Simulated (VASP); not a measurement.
Input of a VASP 6.6.1 run:

INCAR

```
ALGO = Normal
EDIFF = 1E-6
ENCUT = 560
GGA = CA
GGA_COMPAT = False
ISIF = 2
ISMEAR = -1
LASPH = True
LCHARG = False
LREAL = False
LWAVE = False
NBANDS = 14
NELM = 120
PREC = Accurate
SIGMA = 0.1
```

File KPOINTS:

```
k-points
0
Gamma
  14 14 14
```

POSCAR

```
Re
1.0
   -1.5347531587      1.5347531587      1.5347531587
    1.5347531587     -1.5347531587      1.5347531587
    1.5347531587      1.5347531587     -1.5347531587
Re
1
Direct
    0.0000000000      0.0000000000      0.0000000000
```

Potentials or basis: VASP PAW LDA potentials, release 64 (Re_sv_GW).

Command:

```bash
$ cat potpaw_LDA.64/Re_sv_GW/POTCAR > POTCAR
$ mpirun -np 1 vasp_std > vasp.out
```

Task: Estimate the band gap on the k mesh.

Result: Zero (an odd number of electrons rules out a gap without spin polarisation).

Task: Estimate the pressure.

Result: 0.1 GPa.

Caveat: spin-orbit coupling is left out, which moves the levels of the heavy elements.
